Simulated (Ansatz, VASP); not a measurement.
KCoF3 in VASP and in Ansatz

INCAR

```
SYSTEM = KCoF3
PREC = Accurate ; ENCUT = 520
EDIFF = 1E-7 ; ISMEAR = -1
SIGMA = 0.02 ; LREAL = .False.
LASPH = .True. ; NELM = 150
ALGO = Normal ; ISIF = 2
LWAVE = .False. ; LCHARG = .True.
ISPIN = 2 ; MAGMOM = 0 0 0 0 3
LORBIT = 11 ; LMAXMIX = 4
LDAU = .True. ; LDAUTYPE = 2
LDAUL = -1 -1 2 ; LDAUU = 0 0 3.32
LDAUJ = 0 0 0 ; LDAUPRINT = 1
LELF = .True. ; LVHAR = .True.
NBANDS = 32
```

The input KPOINTS:

```
Automatic mesh
0
Gamma
  5 5 5
  0 0 0
```

Contents of POSCAR:

```
KCoF3
1.0
    4.0710000000      0.0000000000      0.0000000000
    0.0000000000      4.0710000000      0.0000000000
    0.0000000000      0.0000000000      4.0710000000
K F Co
1 3 1
Direct
    0.0000000000      0.0000000000      0.0000000000
    0.0000000000      0.5000000000      0.5000000000
    0.5000000000      0.0000000000      0.5000000000
    0.5000000000      0.5000000000      0.0000000000
    0.5000000000      0.5000000000      0.5000000000
```

Input for Ansatz:

```yaml
crystal:
  lattice:
    - [4.071, 0.0, 0.0]
    - [0.0, 4.071, 0.0]
    - [0.0, 0.0, 4.071]
  atoms:
    - { symbol: K, position: [0.0, 0.0, 0.0] }
    - { symbol: F, position: [0.0, 0.5, 0.5] }
    - { symbol: F, position: [0.5, 0.0, 0.5] }
    - { symbol: F, position: [0.5, 0.5, 0.0] }
    - { symbol: Co, position: [0.5, 0.5, 0.5], spin: 3.0 }
magnetization:
  spin_polarized: true
hamiltonian:
  xc: lda
  pseudopotentials: { kind: paw }
  hubbard: { sites: [{ species: Co, l: d, u_eff: 3.32 }] }
basis:
  ecutwfc: 600
kpoints:
  mp_grid: { grid: [5, 5, 5] }
scf:
  occupations: { method: fermi_dirac, width: 0.02 }
  lower_state_search: "off"
output:
  forces: true
  stress: true
```

Alike in both runs: task single point; functional LDA; k mesh 5 × 5 × 5; occupations fermi-dirac, width 0.02 eV; collinear spin; Hubbard terms Co d U = 3.32 eV.

```csv
,VASP,Ansatz
version,VASP 6.6.1,Ansatz 0.2.0
potentials or method,"VASP PAW LDA potentials, release 64 (K_sv, F, Co), cutoff 520 eV","PAW, plane waves, scalar-relativistic"
valence electrons in the cell,39,47
```

|  | VASP | Ansatz | Ansatz less VASP |
| --- | --- | --- | --- |
| pressure (GPa) | -7.7 | -6.6 | +1.07 |
| net moment per atom (μB) | 0.60 | 0.60 | 0.000 |
| size of the moment on the site where the two differ most (μB) | 2.76 | 2.57 | -0.184 |

LDA's correlation is that of Perdew and Zunger in VASP and of Perdew and Wang (1992) in Ansatz. Site moments also hang on the region over which each program counts them. The programs project onto different local orbitals, so the same U acts differently, and such runs can settle in different states. VASP's potentials hold 39 valence electrons a cell and Ansatz's 47, so a difference there can come from the potentials and not from the codes. Ansatz's warnings: filled band counts differ across k points.
